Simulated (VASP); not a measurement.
Write the native input for VASP 6.6.1 that does the following.

- Task: single point
- Functional: PBEsol
- Potentials or basis: VASP PAW PBE potentials, release 64 (Al, As)
- Cutoff: 500 eV
- k mesh: 6 × 6 × 6
- Occupations: gaussian, width 0.01 eV
- Spin: no spin polarisation
- Dipole correction: no
- Further INCAR settings: ALGO = Normal; EDIFF = 1e-06; NBANDS = 11

The structure of AlAs lies in POSCAR:

```
AlAs
1.0
    4.0027900000      0.0000000000      0.0000000000
    2.0013950000      3.4665178260      0.0000000000
    2.0013950000      1.1555059420      3.2682643492
Al As
1 1
Direct
    0.0000000000      0.0000000000      0.0000000000
    0.2500000000      0.2500000000      0.2500000000
```

One way to write it, as run:

INCAR

```
SYSTEM = AlAs
  PREC = Accurate
  ENCUT = 500
  EDIFF = 1E-6
  ISMEAR = 0
  SIGMA = 0.01
  LREAL = .FALSE.
  LASPH = .TRUE.
  NELM = 120
  ALGO = Normal
  ISIF = 2
  LWAVE = .FALSE.
  LCHARG = .TRUE.
  GGA = PS
  LELF = .TRUE.
  LVHAR = .TRUE.
  NBANDS = 11
  GGA_COMPAT = .FALSE.
```

KPOINTS

```
regular mesh
0
G
  6 6 6
  0 0 0
```

Potentials or basis: VASP PAW PBE potentials, release 64 (Al, As).

Command:

```sh
$ cat potpaw_PBE.64/Al/POTCAR potpaw_PBE.64/As/POTCAR > POTCAR
$ mpirun -np 1 vasp_std > vasp.out
```

Results of the run:

```
Pressure               : 0.8 GPa
Band gap on the k mesh : 1.31 eV, indirect (least direct gap 1.98 eV)
```

Caveat: the PAW data sets were made with another functional, which shifts forces and pressure a little.

Run time: 17 s on 1 thread of AMD EPYC 7R13, on a shared host, peak memory 0.13 GiB.
